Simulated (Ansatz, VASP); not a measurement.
One calculation of ZnS, two programs

The input INCAR:

```
SYSTEM = ZnS
PREC     = Accurate       ! precision mode
ENCUT    = 520            ! plane-wave cutoff, eV
EDIFF    = 1E-8           ! SCF threshold, eV
ISMEAR   = -1             ! smearing method
SIGMA    = 0.02           ! smearing width, eV
LREAL    = Auto         
LASPH    = .TRUE.         ! aspherical terms in the spheres
NELM     = 100            ! most SCF steps
ALGO     = Normal         ! electronic algorithm
ISIF     = 2              ! what is computed and relaxed
LWAVE    = .FALSE.        ! write WAVECAR
LCHARG   = .FALSE.        ! write CHGCAR
GGA      = RP             ! functional
LEFG     = .TRUE.       
NBANDS   = 86             ! bands
```

The input KPOINTS:

```
Automatic mesh
0
G
  8 8 2
  0 0 0
```

POSCAR

```
ZnS
1.0
    3.8200000000      0.0000000000      0.0000000000
   -1.9100000000      3.3082170425      0.0000000000
    0.0000000000      0.0000000000     24.9600000000
Zn S
8 8
Direct
    0.0000000000      0.0000000000      0.0000026567
    0.0000000000      0.0000000000      0.5000026567
    0.3333333333      0.6666666667      0.1249281714
    0.6666666667      0.3333333333      0.6249281714
    0.3333333333      0.6666666667      0.3750898986
    0.6666666667      0.3333333333      0.8750898986
    0.3333333333      0.6666666667      0.7500146005
    0.6666666667      0.3333333333      0.2500146005
    0.0000000000      0.0000000000      0.0937606621
    0.0000000000      0.0000000000      0.5937606621
    0.3333333333      0.6666666667      0.2186851917
    0.6666666667      0.3333333333      0.7186851917
    0.3333333333      0.6666666667      0.4688336000
    0.6666666667      0.3333333333      0.9688336000
    0.3333333333      0.6666666667      0.8438852190
    0.6666666667      0.3333333333      0.3438852190
```

Input for Ansatz:

```yaml
crystal:
  lattice:
    - [3.82, 0.0, 0.0]
    - [-1.91, 3.3082170425, 0.0]
    - [0.0, 0.0, 24.96]
  atoms:
    - { symbol: Zn, position: [0.0, 0.0, 2.6567e-06] }
    - { symbol: Zn, position: [0.0, 0.0, 0.5000026567] }
    - { symbol: Zn, position: [0.3333333333, 0.6666666667, 0.1249281714] }
    - { symbol: Zn, position: [0.6666666667, 0.3333333333, 0.6249281714] }
    - { symbol: Zn, position: [0.3333333333, 0.6666666667, 0.3750898986] }
    - { symbol: Zn, position: [0.6666666667, 0.3333333333, 0.8750898986] }
    - { symbol: Zn, position: [0.3333333333, 0.6666666667, 0.7500146005] }
    - { symbol: Zn, position: [0.6666666667, 0.3333333333, 0.2500146005] }
    - { symbol: S, position: [0.0, 0.0, 0.0937606621] }
    - { symbol: S, position: [0.0, 0.0, 0.5937606621] }
    - { symbol: S, position: [0.3333333333, 0.6666666667, 0.2186851917] }
    - { symbol: S, position: [0.6666666667, 0.3333333333, 0.7186851917] }
    - { symbol: S, position: [0.3333333333, 0.6666666667, 0.4688336] }
    - { symbol: S, position: [0.6666666667, 0.3333333333, 0.9688336] }
    - { symbol: S, position: [0.3333333333, 0.6666666667, 0.843885219] }
    - { symbol: S, position: [0.6666666667, 0.3333333333, 0.343885219] }
kpoints:
  mp_grid: { grid: [8, 8, 2] }
scf:
  occupations: { method: fermi_dirac, width: 0.02 }
hamiltonian:
  xc: rpbe
  pseudopotentials: { kind: paw, frozen_core: stored }
output:
  forces: true
  stress: true
  populations: true
  efg: { quadrupole_moments_barn: { Zn: 0.122, S: -0.0694 } }
basis:
  ecutwfc: "36.7 Ry"
```

Alike in both runs: task electric field gradients; functional RPBE; k mesh 8 × 8 × 2; occupations fermi-dirac, width 0.02 eV; no spin polarisation.

|  | VASP | Ansatz |
| --- | --- | --- |
| version | VASP 6.6.1 | Ansatz 0.2.0 |
| potentials or method | VASP PAW PBE potentials, release 64 (Zn, S), cutoff 520 eV | plane-wave PAW, scalar-relativistic |
| valence electrons in the cell | 144 | 144 |

```csv
,VASP,Ansatz,Ansatz less VASP
gap on the k mesh at the Fermi level (eV),2.30,2.30,0.000
pressure (GPa),4.4,4.2,-0.15
rms of the force components (eV/Å),0.004,0.004,-0.0002
size of Vzz on the site where it differs most (V/Å²),1.4,1.4,-0.02
```

VASP's potentials were made for PBE, not for RPBE. Atom by atom the forces differ by 0.000 eV/Å (rms over components).
